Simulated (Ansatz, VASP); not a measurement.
## One calculation of InSb, two programs

File INCAR:

```
SYSTEM = InSb
PREC = Accurate ; ENCUT = 520
EDIFF = 1E-6 ; ISMEAR = 0
SIGMA = 0.15 ; LREAL = .False.
LASPH = .True. ; NELM = 60
ALGO = Normal ; ISIF = 2
LWAVE = .False. ; LCHARG = .False.
GGA = PE ; NBANDS = 16
```

File KPOINTS:

```
Automatic mesh
0
Gamma
  12 12 12
  0 0 0
```

File POSCAR:

```
InSb
1.0
    0.0000000000      2.9983042030      3.2289429878
    2.9983042030      0.0000000000      3.2289429878
    2.9983042030      2.9983042030      0.0000000000
In Sb
1 1
Direct
    0.0000000000      0.0000000000      0.0000000000
    0.5000000000      0.5000000000      0.5000000000
```

Input for Ansatz:

```yaml
crystal:
  lattice:
    - [0.0, 2.998304203, 3.2289429878]
    - [2.998304203, 0.0, 3.2289429878]
    - [2.998304203, 2.998304203, 0.0]
  atoms:
    - { symbol: In, position: [0.0, 0.0, 0.0] }
    - { symbol: Sb, position: [0.5, 0.5, 0.5] }
basis:
  ecutwfc: 420
kpoints:
  mp_grid: { grid: [12, 12, 12] }
hamiltonian:
  xc: pbe
  pseudopotentials: { kind: paw, azcp: { folder: soft_1 } }
scf:
  occupations: { method: gaussian, width: 0.15 }
output:
  forces: true
  stress: true
  eigenvalues: true
  write_density: true
  write_potential: true
  elf: true
  volumetric_format: npy
```

Change from the starting cell: strain +e along x and -e along y +0.0000, strain +e along z and -e/2 along x and y +0.0500.

Alike in both runs: task single point; functional PBE; k mesh 12 × 12 × 12; occupations gaussian, width 0.15 eV; no spin polarisation.

```csv
,VASP,Ansatz
version,VASP 6.6.1,Ansatz 0.2.0
potentials or method,"VASP PAW PBE potentials, release 64 (In_d, Sb), cutoff 520 eV","scalar-relativistic, plane waves, PAW"
valence electrons in the cell,18,28
```

```csv
,VASP,Ansatz,Ansatz less VASP
gap on the k mesh at the Fermi level (eV),none,none,-
pressure (GPa),0.6,0.6,+0.04
"traceless stress, the component that is largest in VASP (GPa)",-3.36,-3.36,-0.004
```

A gap of «none» marks a metal or a gap that the smearing closes. VASP's potentials hold 18 valence electrons a cell and Ansatz's 28, so a difference there can come from the potentials and not from the codes.

Neither program's run includes spin-orbit coupling.
